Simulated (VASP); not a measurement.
# SnSe (P4/nmm) in VASP: notebook

Runs on SnSe. Level: PBE+D3(BJ). Tasks: single point.

Program: VASP 6.6.1. These are calculated values, not measurements. Logs are shortened: lines on timing, memory, paths and dates and some standing lists are left out, and cuts for length are marked.

### Step 1. The cell of the first run

Symmetry: P4/nmm, No. 129, tetragonal system. The conventional cell has a = 4.423 Å, b = 4.423 Å, c = 5.442 Å, α = 90.00°, β = 90.00°, γ = 90.00°. Sn (site symmetry 4mm) has 6 Se at 2.56 to 3.13 Å within 3.4 Å. Se (site symmetry 4mm) has 6 Sn at 2.56 to 3.13 Å within 3.4 Å.

### Step 2. Single point, PBE+D3(BJ)

INCAR

```
SYSTEM = SnSe
PREC = Accurate ; ENCUT = 520
EDIFF = 1E-7 ; ISMEAR = 0
SIGMA = 0.03 ; LREAL = .FALSE.
LASPH = .TRUE. ; NELM = 100
ALGO = Normal ; ISIF = 2
LWAVE = .FALSE. ; LCHARG = .FALSE.
GGA = PE ; IVDW = 12
NBANDS = 28
```

KPOINTS

```
Automatic mesh
0
G
  8 8 6
  0 0 0
```

POSCAR

```
SnSe
1.0
    4.4226458712      0.0000000000      0.0000000000
    0.0000000000      4.4226458712      0.0000000000
    0.0000000000      0.0000000000      5.4416234799
Sn Se
2 2
Direct
    0.5000000000      0.0000000000      0.2201110030
    0.0000000000      0.5000000000      0.7798889970
    0.5000000000      0.0000000000      0.7499352227
    0.0000000000      0.5000000000      0.2500647773
```

Potentials or basis: VASP PAW PBE potentials, release 64 (Sn_d, Se).

The run is started by

```bash
$ cat potpaw_PBE.64/Sn_d/POTCAR potpaw_PBE.64/Se/POTCAR > POTCAR
$ mpirun -np 1 vasp_std > vasp.out
```

OUTCAR:

```text
SYSTEM = SnSe
   PREC = Accurate
   ENCUT = 520
   EDIFF = 1E-7
   ISMEAR = 0
   LREAL = .FALSE.
   LASPH = .TRUE.
   NELM = 100
   ISIF = 2
   GGA = PE
   IVDW = 12
 IVDW          = 12

 ion  position               nearest neighbor table
   1  0.500  0.000  0.220-   3 2.56   3 2.88   4 3.13   4 3.13   4 3.13   4 3.13
   2  0.000  0.500  0.780-   4 2.56   4 2.88   3 3.13   3 3.13   3 3.13   3 3.13
   3  0.500  0.000  0.750-   1 2.56   1 2.88   2 3.13   2 3.13   2 3.13   2 3.13
   4  0.000  0.500  0.250-   2 2.56   2 2.88   1 3.13   1 3.13   1 3.13   1 3.13

  LATTYP: Found a simple tetragonal cell.
 ALAT       =     4.4226458712
 C/A-ratio  =     1.2304000000

  Lattice vectors:

 A1 = (   4.4226458712,   0.0000000000,   0.0000000000)
 A2 = (   0.0000000000,   4.4226458712,   0.0000000000)
 A3 = (   0.0000000000,   0.0000000000,   5.4416234799)

Analysis of symmetry for initial positions (statically):
=====================================================================
 Subroutine PRICEL returns:
 Original cell was already a primitive cell.

 Routine SETGRP: Setting up the symmetry group for a
 simple tetragonal supercell.

 Subroutine GETGRP returns: Found 16 space group operations
 (whereof  8 operations were pure point group operations)
 out of a pool of 16 trial point group operations.

The static configuration has the point symmetry D_2d.
 The point group associated with its full space group is D_4h.

Analysis of symmetry for dynamics (positions and initial velocities):
=====================================================================
 Subroutine PRICEL returns:
 Original cell was already a primitive cell.

 Routine SETGRP: Setting up the symmetry group for a
 simple tetragonal supercell.

 Subroutine GETGRP returns: Found 16 space group operations
 (whereof  8 operations were pure point group operations)
 out of a pool of 16 trial point group operations.

The dynamic configuration has the point symmetry D_2d.
 The point group associated with its full space group is D_4h.

 Subroutine INISYM returns: Found 16 space group operations
 (whereof  8 operations are pure point group operations),
 and found     1 'primitive' translations

----------------------------------------------------------------------------------------

                                     Primitive cell

  volume of cell :     106.4370

  direct lattice vectors                    reciprocal lattice vectors
     4.422645871  0.000000000  0.000000000     0.226108992  0.000000000  0.000000000
     0.000000000  4.422645871  0.000000000     0.000000000  0.226108992  0.000000000
     0.000000000  0.000000000  5.441623480     0.000000000  0.000000000  0.183768687

  length of vectors
     4.422645871  4.422645871  5.441623480     0.226108992  0.226108992  0.183768687

  position of ions in fractional coordinates (direct lattice)
     0.500000000  0.000000000  0.220111003
     0.000000000  0.500000000  0.779888997
     0.500000000  0.000000000  0.749935223
     0.000000000  0.500000000  0.250064777

  ion indices of the primitive-cell ions
   primitive index   ion index
                 1           1
                 2           2
                 3           3
                 4           4

----------------------------------------------------------------------------------------

 KPOINTS: Automatic mesh

Automatic generation of k-mesh.
 Grid dimensions read from file:
 generate k-points for:    8    8    6

 Generating k-lattice:

  Cartesian coordinates                     Fractional coordinates (reciprocal lattice)
     0.028263624  0.000000000  0.000000000     0.125000000  0.000000000  0.000000000
     0.000000000  0.028263624  0.000000000     0.000000000  0.125000000  0.000000000
     0.000000000  0.000000000  0.030628114     0.000000000  0.000000000  0.166666667

  Length of vectors
     0.028263624  0.028263624  0.030628114

  Shift w.r.t. Gamma in fractional coordinates (k-lattice)
     0.000000000  0.000000000  0.000000000

 Subroutine IBZKPT returns following result:
 ===========================================

 Found     60 irreducible k-points:

 Following reciprocal coordinates:
            Coordinates               Weight
  0.000000  0.000000  0.000000      1.000000
  0.125000  0.000000  0.000000      4.000000
  0.250000  0.000000  0.000000      4.000000
  0.375000  0.000000  0.000000      4.000000
  0.500000  0.000000  0.000000      2.000000
  0.125000  0.125000  0.000000      4.000000
[... 16 lines left out ...]
  0.375000  0.125000  0.166667     16.000000
  0.500000  0.125000  0.166667      8.000000
 [... further k-points ...]
   k-points           NKPTS =     60   k-points in BZ     NKDIM =     60   number of bands    NBANDS=     28
   number of dos      NEDOS =    301   number of ions     NIONS =      4
   total plane-waves  NPLWV =  51840
   dimension x,y,z NGX =    36 NGY =   36 NGZ =   40
   dimension x,y,z NGXF=    72 NGYF=   72 NGZF=   80
   ions per type =               2   2
   NGX,Y,Z   is equivalent  to a cutoff of  13.53, 13.53, 12.22 a.u.
   NGXF,Y,Z  is equivalent  to a cutoff of  27.06, 27.06, 24.44 a.u.
 SYSTEM =  SnSe
   PREC   = accura    normal or accurate (medium, high low for compatibility)
   ISTART =      0    job   : 0-new  1-cont  2-samecut
   ICHARG =      2    charge: 1-file 2-atom 10-const
   ISPIN  =      1    spin polarized calculation?
   LNONCOLLINEAR =      F non collinear calculations
   LSORBIT =      F    spin-orbit coupling
   LASPH  =      T    aspherical Exc in radial PAW
   ENCUT  =  520.0 eV  38.22 Ry    6.18 a.u.   8.22  8.22 10.12*2*pi/ulx,y,z
   NELM   =    100;   NELMIN=  2; NELMDL= -5     # of ELM steps
   EDIFF  = 0.1E-06   stopping-criterion for ELM
   LREAL  =      F    real-space projection
   EDIFFG = 0.1E-05   stopping-criterion for IOM
   NSW    =      0    number of steps for IOM
   IBRION =     -1    ionic relax: 0-MD 1-quasi-New 2-CG
   NFREE  =      0    steps in history (QN), initial steepest desc. (CG)
   ISIF   =      2    stress and relaxation
   ISYM   =      2    0-nonsym 1-usesym 2-fastsym
   POTIM  = 0.5000    time-step for ionic-motion
   TEBEG  =    0.0;   TEEND  =   0.0 temperature during run
   PSTRESS=    0.0 pullay stress
   NELECT =      40.0000    total number of electrons
   NUPDOWN=      -1.0000    fix difference up-down
   EMIN   =  10.00;   EMAX   =-10.00  energy-range for DOS
   EFERMI =   0.00;   METHOD = LEGACY
   ISMEAR =     0;   SIGMA  =   0.03  broadening in eV -4-tet -1-fermi 0-gaus
   EFERMI_NEDOS =   21; number of points for ismear=-14 and -15
   IALGO  =     38    algorithm
   IMIX   =      4    mixing-type and parameters
     AMIX     =   0.40;   BMIX     =  1.00
     AMIX_MAG =   1.60;   BMIX_MAG =  1.00
  volume/ion in A,a.u.               =      26.61       179.57
  Fermi-wavevector in a.u.,A,eV,Ry     =   1.181401  2.232524 18.989755  1.395708
  Thomas-Fermi vector in A             =   2.317675
   LORBIT       =      0    0 simple, 1 ext, 2 COOP (PROOUT), +10 PAW based schemes
   GGA     = PE    functional components
   LHFCALC =     F    Hartree Fock is set to
   AEXX    =    0.0000 exact exchange contribution
   IVDW    =    12    specifies the selected vdW correction
   LEPSILON=     F    determine dielectric tensor
   LRPA    =     F    only Hartree local field effects (RPA)
 non-spin polarized calculation
 Gauss-broadening in eV      SIGMA  =   0.03
  energy-cutoff  :      520.00
  volume of cell :      106.44
 maximum number of plane-waves:      2892
 NGX is ok and might be reduce to    36

 number of electron      39.9999996 magnetization

 Free energy of the ion-electron system (eV)
  ---------------------------------------------------
  ext. energy  EPLUGINS =         0.00000000
  ---------------------------------------------------
  free energy    TOTEN  =       -15.55812994 eV

  energy without entropy =      -15.55732124  energy(sigma->0) =      -15.55772559

 E-fermi :   6.2378     XC(G=0):  -9.6731

 val. band max:        6.2318002230   @ k =   0.2500   0.2500   0.5000
 cond. band min:       6.2400525468   @ k =   0.5000   0.0000   0.3333
 fundamental gap:      0.0082523238
 Fermi energy:         6.2378039590

 k-point     1 :       0.0000    0.0000    0.0000
  band No.  band energies     occupation
      1     -15.7913      2.00000
      2     -15.7754      2.00000
      3     -15.7703      2.00000
      4     -15.7621      2.00000
      5     -15.7508      2.00000
      6     -15.7405      2.00000
[... 20 lines left out ...]
     27      11.8734      0.00000
     28      12.4821      0.00000

 k-point     2 :       0.1250    0.0000    0.0000
  band No.  band energies     occupation
      1     -15.7889      2.00000
      2     -15.7740      2.00000
      3     -15.7705      2.00000
      4     -15.7617      2.00000
      5     -15.7527      2.00000
      6     -15.7418      2.00000
[... 20 lines left out ...]
     27      11.8170      0.00000
     28      12.8322      0.00000

 k-point     3 :       0.2500    0.0000    0.0000
  band No.  band energies     occupation
      1     -15.7822      2.00000
      2     -15.7704      2.00000
      3     -15.7701      2.00000
      4     -15.7612      2.00000
      5     -15.7572      2.00000
      6     -15.7457      2.00000
[... 20 lines left out ...]
     27      11.9894      0.00000
     28      12.3868      0.00000

 k-point     4 :       0.3750    0.0000    0.0000
  band No.  band energies     occupation
      1     -15.7737      2.00000
      2     -15.7695      2.00000
      3     -15.7646      2.00000
      4     -15.7625      2.00000
      5     -15.7621      2.00000
      6     -15.7516      2.00000
[... 578 lines left out ...]
     27      11.7746      0.00000
     28      12.0675      0.00000

 k-point    23 :       0.3750    0.1250    0.1667
  band No.  band energies     occupation
      1     -15.7745      2.00000
      2     -15.7730      2.00000
      3     -15.7647      2.00000
      4     -15.7608      2.00000
      5     -15.7576      2.00000
      6     -15.7481      2.00000
[... 20 lines left out ...]
     27      12.1761      0.00000
     28      12.5613      0.00000

 k-point    24 :       0.5000    0.1250    0.1667
  band No.  band energies     occupation
      1     -15.7734      2.00000
      2     -15.7734      2.00000
      3     -15.7623      2.00000
      4     -15.7623      2.00000
      5     -15.7531      2.00000
      6     -15.7531      2.00000
[... 20 lines left out ...]
     27      12.8308      0.00000
     28      12.8308      0.00000

 [... further k-points ...]

------------------------ aborting loop because EDIFF is reached ----------------------------------------

 Edisp (eV)   -1.44689

 E8    (eV) :    -0.6515

  FORCE on cell =-STRESS in cart. coord.  units (eV):
  Direction    XX          YY          ZZ          XY          YZ          ZX
  --------------------------------------------------------------------------------------
  -------------------------------------------------------------------------------------
  Total      -2.71206    -2.71206    13.90345     0.00000     0.00000     0.00000
  in kB     -40.82420   -40.82420   209.28613     0.00000     0.00000     0.00000
  external pressure =       42.55 kB  Pullay stress =        0.00 kB

 VOLUME and BASIS-vectors are now :
 -----------------------------------------------------------------------------
  energy-cutoff  :      520.00
  volume of cell :      106.44
      direct lattice vectors                 reciprocal lattice vectors
     4.422645871  0.000000000  0.000000000     0.226108992  0.000000000  0.000000000
     0.000000000  4.422645871  0.000000000     0.000000000  0.226108992  0.000000000
     0.000000000  0.000000000  5.441623480     0.000000000  0.000000000  0.183768687

 POSITION                                       TOTAL-FORCE (eV/Angst)
 -----------------------------------------------------------------------------------
      2.21132      0.00000      1.19776         0.000000      0.000000      1.072312
      0.00000      2.21132      4.24386        -0.000000      0.000000     -1.072312
      2.21132      0.00000      4.08087        -0.000000      0.000000     -0.798822
      0.00000      2.21132      1.36076        -0.000000      0.000000      0.798822
 -----------------------------------------------------------------------------------
    total drift:                                0.000000      0.000000     -0.000000

  FREE ENERGIE OF THE ION-ELECTRON SYSTEM (eV)
  ---------------------------------------------------
  free  energy   TOTEN  =       -17.0050195192 eV

  energy  without entropy=      -17.0042108134  energy(sigma->0) =      -17.00461517
```

Wall time 2.7 min (1 thread of Intel Xeon Platinum 8259CL at 2.50GHz (Skylake/Cascade Lake), shared host); peak memory 0.32 GiB.

What came out:

```yaml
Free_energy: -17.0050 eV
Pressure: 4.3 GPa
Largest_force: 1.072 eV/Å
Band_gap_on_the_k_mesh: 0.01 eV (least direct gap 0.15 eV)
Dispersion_energy_per_atom: -0.362 eV
```

Forces on the atoms (eV/Å):
```
Sn   0.000  0.000  1.072
Sn   0.000  0.000 -1.072
Se   0.000  0.000 -0.799
Se   0.000  0.000  0.799
```

Stress tensor (GPa, compression positive):
```
-4.08  0.00  0.00
 0.00 -4.08  0.00
 0.00  0.00 20.93
```

Caveat: the stress differs along the axes, from -4 to 21 GPa; semilocal functionals underestimate gaps, and a narrow one can read as zero; spin-orbit coupling is left out, which moves the levels of the heavy elements; forces of over 1 eV/Å act on the atoms, so gaps and moduli don't describe the material at rest. A k mesh can miss the band edges.

### Step 3. Single point, PBE+D3(BJ)

This run uses another cell than the first one, of the same volume but with other edges.

INCAR

```
PREC = Accurate
ENCUT = 520
EDIFF = 1E-6
ISMEAR = 0
SIGMA = 0.03
LREAL = F
LASPH = T
NELM = 60
ALGO = Normal
ISIF = 2
LWAVE = F
LCHARG = T
GGA = PE
IVDW = 12
LELF = T
LVHAR = T
NBANDS = 28
```

KPOINTS

```
regular mesh
0
Gamma
  8 8 6
```

POSCAR

```
SnSe
1.0
    4.2220108060      0.0000000000      0.0000000000
    0.0000000000      4.2220108060      0.0000000000
    0.0000000000      0.0000000000      5.9710971824
Sn Se
2 2
Direct
    0.5000000000      0.0000000000      0.1901332628
    0.0000000000      0.5000000000      0.8098667372
    0.5000000000      0.0000000000      0.7499352227
    0.0000000000      0.5000000000      0.2500647773
```

Potentials or basis: VASP PAW PBE potentials, release 64 (Sn_d, Se).

The run is started by

```bash
$ cat potpaw_PBE.64/Sn_d/POTCAR potpaw_PBE.64/Se/POTCAR > POTCAR
$ mpirun -np 1 vasp_std > vasp.out
```

OUTCAR:

```text
PREC = Accurate
   ENCUT = 520
   EDIFF = 1E-6
   ISMEAR = 0
   LREAL = F
   LASPH = T
   NELM = 60
   ISIF = 2
   GGA = PE
   IVDW = 12
 IVDW          = 12

 ion  position               nearest neighbor table
   1  0.500  0.000  0.190-   3 2.63   4 3.01   4 3.01   4 3.01   4 3.01   2 3.75   2 3.75   2 3.75
                             2 3.75
   2  0.000  0.500  0.810-   4 2.63   3 3.01   3 3.01   3 3.01   3 3.01   1 3.75   1 3.75   1 3.75
                             1 3.75
   3  0.500  0.000  0.750-   1 2.63   2 3.01   2 3.01   2 3.01   2 3.01
   4  0.000  0.500  0.250-   2 2.63   1 3.01   1 3.01   1 3.01   1 3.01

  LATTYP: Found a simple tetragonal cell.
 ALAT       =     4.2220108060
 C/A-ratio  =     1.4142780435

  Lattice vectors:

 A1 = (   4.2220108060,   0.0000000000,   0.0000000000)
 A2 = (   0.0000000000,   4.2220108060,   0.0000000000)
 A3 = (   0.0000000000,   0.0000000000,   5.9710971824)

Analysis of symmetry for initial positions (statically):
=====================================================================
 Subroutine PRICEL returns:
 Original cell was already a primitive cell.
[... 176 lines left out ...]

 E-fermi :   6.2094     XC(G=0):  -9.6564

 val. band max:        6.0363902146   @ k =   0.3750   0.0000   0.5000
 cond. band min:       6.4663629247   @ k =   0.3750   0.1250   0.5000
 fundamental gap:      0.4299727102
 Fermi energy:         6.2093822722

 k-point     1 :       0.0000    0.0000    0.0000
  band No.  band energies     occupation
      1     -15.7459      2.00000
      2     -15.7244      2.00000
      3     -15.7192      2.00000
      4     -15.7043      2.00000
      5     -15.6914      2.00000
      6     -15.6914      2.00000
[... 733 lines left out ...]
     27      12.2558      0.00000
     28      12.2558      0.00000

 [... further k-points ...]

------------------------ aborting loop because EDIFF is reached ----------------------------------------

 Edisp (eV)   -1.44333

 E8    (eV) :    -0.6490

  FORCE on cell =-STRESS in cart. coord.  units (eV):
  Direction    XX          YY          ZZ          XY          YZ          ZX
  --------------------------------------------------------------------------------------
  -------------------------------------------------------------------------------------
  Total       0.90820     0.90820     4.52916     0.00000    -0.00000     0.00000
  in kB      13.67104    13.67104    68.17655     0.00000    -0.00000     0.00000
  external pressure =       31.84 kB  Pullay stress =        0.00 kB

 VOLUME and BASIS-vectors are now :
 -----------------------------------------------------------------------------
  energy-cutoff  :      520.00
  volume of cell :      106.44
      direct lattice vectors                 reciprocal lattice vectors
     4.222010806  0.000000000  0.000000000     0.236853965  0.000000000  0.000000000
     0.000000000  4.222010806  0.000000000     0.000000000  0.236853965  0.000000000
     0.000000000  0.000000000  5.971097182     0.000000000  0.000000000  0.167473409

 POSITION                                       TOTAL-FORCE (eV/Angst)
 -----------------------------------------------------------------------------------
      2.11101      0.00000      1.13530         0.000000      0.000000      1.265139
      0.00000      2.11101      4.83579        -0.000000      0.000000     -1.265139
      2.11101      0.00000      4.47794         0.000000     -0.000000     -0.531261
      0.00000      2.11101      1.49316        -0.000000     -0.000000      0.531261
 -----------------------------------------------------------------------------------
    total drift:                                0.000000      0.000000     -0.000000

  FREE ENERGIE OF THE ION-ELECTRON SYSTEM (eV)
  ---------------------------------------------------
  free  energy   TOTEN  =       -17.5132220642 eV

  energy  without entropy=      -17.5132220642  energy(sigma->0) =      -17.51322206
```

stdout:

```text
POSCAR found type information on POSCAR SnSe
 POSCAR found :  2 types and       4 ions
 scaLAPACK will be used
 LDA part: xc-table for (Slater+PW92), standard interpolation
 POSCAR, INCAR and KPOINTS ok, starting setup
 FFT: planning ... GRIDC
 FFT: planning ... GRID_SOFT
 FFT: planning ... GRID
 WAVECAR not read
 entering main loop
```

It took 2.3 min on 1 thread of Intel Xeon Platinum 8259CL at 2.50GHz (Skylake/Cascade Lake), shared host; peak memory 0.31 GiB.

Results:

- Free energy: -17.5132 eV
- Pressure: 3.2 GPa
- Largest force: 1.265 eV/Å
- Band gap on the k mesh: 0.43 eV (least direct gap 0.62 eV)
- Dispersion energy per atom: -0.361 eV

Forces in eV/Å, atoms in the order of the input:
```
Sn   0.000  0.000  1.265
Sn   0.000  0.000 -1.265
Se   0.000  0.000 -0.531
Se   0.000  0.000  0.531
```

Caveat: the stress differs along the axes, from 1 to 7 GPa; semilocal functionals underestimate gaps, and a narrow one can read as zero; spin-orbit coupling is left out, which moves the levels of the heavy elements; forces of over 1 eV/Å act on the atoms, so gaps and moduli don't describe the material at rest. A k mesh can miss the band edges.

[end of part 1 of 2]
